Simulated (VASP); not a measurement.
Set up this calculation in VASP 6.6.1, as the native input.

* Task: single point
* Functional: PBE
* Potentials or basis: VASP PAW PBE potentials, release 64 (Co)
* Cutoff: 520 eV
* k mesh: 24 × 24 × 13
* Occupations: fermi-dirac, width 0.05 eV
* Spin: collinear spin, ferromagnetic start
* Starting moments: [-1.69, -1.69] μB
* Dipole correction: no
* Further INCAR settings: ALGO = Normal; EDIFF = 1e-06; NBANDS = 20

The structure of Co lies in POSCAR:

```
Co
1.0
    2.5263357836      0.0000000000      0.0000000000
   -1.2631678918      2.1878709671      0.0000000000
    0.0000000000      0.0000000000      4.0807890157
Co
2
Direct
    0.3333333333      0.6666666667      0.2500000000
    0.6666666667      0.3333333333      0.7500000000
```

This cell differs from its parent crystal: volume scaled by 1.04.

These files were run (other wordings do the same):

INCAR

```
  ALGO = Normal
  EDIFF = 1E-6
  ENCUT = 520
  GGA = PE
  ISIF = 2
  ISMEAR = -1
  ISPIN = 2
  LASPH = T
  LCHARG = T
  LELF = T
  LMAXMIX = 4
  LORBIT = 11
  LREAL = F
  LVHAR = T
  LWAVE = F
  MAGMOM = -1.69 -1.69
  NBANDS = 20
  NELM = 150
  PREC = Accurate
  SIGMA = 0.05
```

KPOINTS

```
k-points
0
Gamma
  24 24 13
```

Potentials or basis: VASP PAW PBE potentials, release 64 (Co).

Launch:

```console
$ cat potpaw_PBE.64/Co/POTCAR > POTCAR
$ mpirun -np 1 vasp_std > vasp.out
```

Results of the run:

```json
{"Pressure": "-7.9 GPa", "Net moment": "-3.26 μB per cell", "Site moments": "Co -1.66 μB", "Valence electrons inside the program's atomic spheres": "Co 8.20"}
```

Run time: 2.2 min on 1 thread of Intel(R) Xeon(R) 6975P-C (Granite Rapids), on a shared host, peak memory 0.35 GiB.
